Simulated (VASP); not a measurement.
PtRh3:

```
CELL_PARAMETERS angstrom
3.84048 0.00000 0.00000
0.00000 3.84048 0.00000
0.00000 0.00000 3.84048
ATOMIC_POSITIONS crystal
Rh 0.50000 0.00000 0.00000
Rh 0.00000 0.50000 0.00000
Rh 0.00000 0.00000 0.50000
Pt 0.50000 0.50000 0.50000
```

Base run:

- Program: VASP 6.6.1
- Functional: PBEsol
- Potentials or basis: VASP PAW PBE potentials, release 64 (Rh_pv, Pt)
- Cutoff: 520 eV
- k mesh: 7 × 7 × 7
- Occupations: gaussian, width 0.15 eV
- Spin: non-collinear spin, zero start, spin-orbit coupling
- Starting moments: [[0.0, 0.0, 0.0], [0.0, 0.0, 0.0], [0.0, 0.0, 0.0], [0.0, 0.0, 0.0]] μB

Its results: pressure -5.6 GPa.

Question: The run is repeated on the same cell with these changes: spin from non-collinear spin, zero start, spin-orbit coupling to no spin polarisation; further incar settings from ALGO = Normal; EDIFF = 1e-06; NBANDS = 69 to ALGO = Normal; EDIFF = 1e-07; NBANDS = 36. What comes out?

Answer: Pressure -6.1 GPa.

Caveats: the cell stands under tension; the PAW data sets were made with another functional, which shifts forces and pressure a little.
